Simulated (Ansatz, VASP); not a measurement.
**AlN in VASP and in Ansatz**

Contents of INCAR:

```
PREC     = Accurate       # precision mode
ENCUT    = 520            # plane-wave cutoff, eV
EDIFF    = 1E-7           # SCF threshold, eV
ISMEAR   = 0              # smearing method
SIGMA    = 0.02           # smearing width, eV
LREAL    = False          # projectors in reciprocal space
LASPH    = True           # aspherical terms in the spheres
NELM     = 60             # most SCF steps
ALGO     = Normal         # electronic algorithm
ISIF     = 2              # what is computed and relaxed
LWAVE    = False          # write WAVECAR
LCHARG   = True           # write CHGCAR
GGA      = PE             # functional
LELF     = True           # ELF
LVHAR    = True         
NBANDS   = 16             # bands
```

The input KPOINTS:

```
Automatic mesh
0
Gamma
  12 12 6
```

POSCAR

```
AlN
1.0
    2.9893490411      0.0000000000      0.0000000000
   -1.4946745206      2.5888522104      0.0000000000
    0.0000000000      0.0000000000      5.1332161555
Al N
2 2
Direct
    0.6666666667      0.3333333333      0.5053245002
    0.3333333333      0.6666666667      1.0053245002
    0.6666666667      0.3333333333      0.8746754998
    0.3333333333      0.6666666667      0.3746754998
```

Input for Ansatz:

```yaml
crystal:
  lattice:
    - [2.9893490411, 0.0, 0.0]
    - [-1.4946745206, 2.5888522104, 0.0]
    - [0.0, 0.0, 5.1332161555]
  atoms:
    - { symbol: Al, position: [0.6666666667, 0.3333333333, 0.5053245002] }
    - { symbol: Al, position: [0.3333333333, 0.6666666667, 1.0053245002] }
    - { symbol: "N", position: [0.6666666667, 0.3333333333, 0.8746754998] }
    - { symbol: "N", position: [0.3333333333, 0.6666666667, 0.3746754998] }
basis:
  ecutwfc: 420
kpoints:
  mp_grid: { grid: [12, 12, 6] }
  band_path: { path: [VBM, CBM], npoints: 2 }
hamiltonian:
  xc: pbe
scf:
  occupations: { method: gaussian, width: 0.02 }
output:
  forces: true
  stress: true
  eigenvalues: true
checkpoint:
  read: start.run
  write: ck
  compress: false
  write_wavefunctions: false
  write_every: 100000
```

Alike in both runs: task single point; functional PBE; k mesh 12 × 12 × 6; occupations gaussian, width 0.02 eV; no spin polarisation.

|  | VASP | Ansatz |
| --- | --- | --- |
| version | VASP 6.6.1 | Ansatz 0.2.0 |
| potentials or method | VASP PAW PBE potentials, release 64 (Al, N), cutoff 520 eV | scalar-relativistic, plane waves, PAW |
| valence electrons in the cell | 16 | 16 |

Ansatz gave:

* gap on the k mesh at the Fermi level (eV): 4.44
* least direct gap on the mesh (eV): 4.44
* pressure (GPa): 16.0
* traceless stress, the component that is largest in VASP (GPa): -15.97

Problem. What did VASP give for the same quantities?

Solution. gap on the k mesh at the Fermi level (eV): 4.45; least direct gap on the mesh (eV): 4.45; pressure (GPa): 15.7; traceless stress, the component that is largest in VASP (GPa): -16.10.

The functional is the same, so the differences come from potentials, cutoffs and numerics.
